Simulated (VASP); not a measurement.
Wanted: the native input for a VASP 6.6.1 run.

```
Task                   : relaxation of cell and atoms
Functional             : LDA
Potentials or basis    : VASP PAW LDA potentials, release 64 (W_sv)
Cutoff                 : 600 eV
k mesh                 : 24 × 24 × 24
Occupations            : methfessel-paxton, width 0.1 eV
Spin                   : no spin polarisation
Dipole correction      : no
Further INCAR settings : ALGO = Normal; EDIFF = 1e-06; IBRION = 2; EDIFFG = -0.005; NSW = 60; ISIF = 3
```

The structure of W lies in POSCAR:

```
W
1.0
   -1.5800000000      1.5800000000      1.5800000000
    1.5800000000     -1.5800000000      1.5800000000
    1.5800000000      1.5800000000     -1.5800000000
W
1
Direct
    0.0000000000      0.0000000000      0.0000000000
```

One way to write it, as run:

INCAR

```
SYSTEM = W
PREC = Accurate
ENCUT = 600
EDIFF = 1E-6
ISMEAR = 1
SIGMA = 0.1
LREAL = .FALSE.
LASPH = .TRUE.
NELM = 100
ALGO = Normal
ISIF = 3
LWAVE = .FALSE.
LCHARG = .FALSE.
GGA = CA
IBRION = 2
NSW = 60
EDIFFG = -0.005
```

KPOINTS

```
regular mesh
0
G
  24 24 24
  0 0 0
```

Potentials or basis: VASP PAW LDA potentials, release 64 (W_sv).

Run with:

```sh
$ cat potpaw_LDA.64/W_sv/POTCAR > POTCAR
$ mpirun -np 1 vasp_std > vasp.out
```

Results of the run:

```json
{
  "Relaxed volume": "15.50 Å³/atom",
  "Relaxed cell": "a = 2.720 Å, b = 2.720 Å, c = 2.720 Å, α = 109.47°, β = 109.47°, γ = 109.47°",
  "Space group after relaxing (to 0.1 Å)": "Im-3m (No. 229)",
  "Energy gained by relaxing": "5.1 meV/atom",
  "Ionic steps": "4",
  "Pressure after relaxing": "0.0 GPa",
  "Band gap on the k mesh": "zero (bands 7 and 8 overlap by 6.61 eV)"
}
```

Caveat: spin-orbit coupling is left out, which moves the levels of the heavy elements.

It took 90 s on 1 thread of Intel(R) Xeon(R) Platinum 8259CL CPU @ 2.50GHz (Skylake/Cascade Lake), with other jobs on the host, peak memory 0.22 GiB.
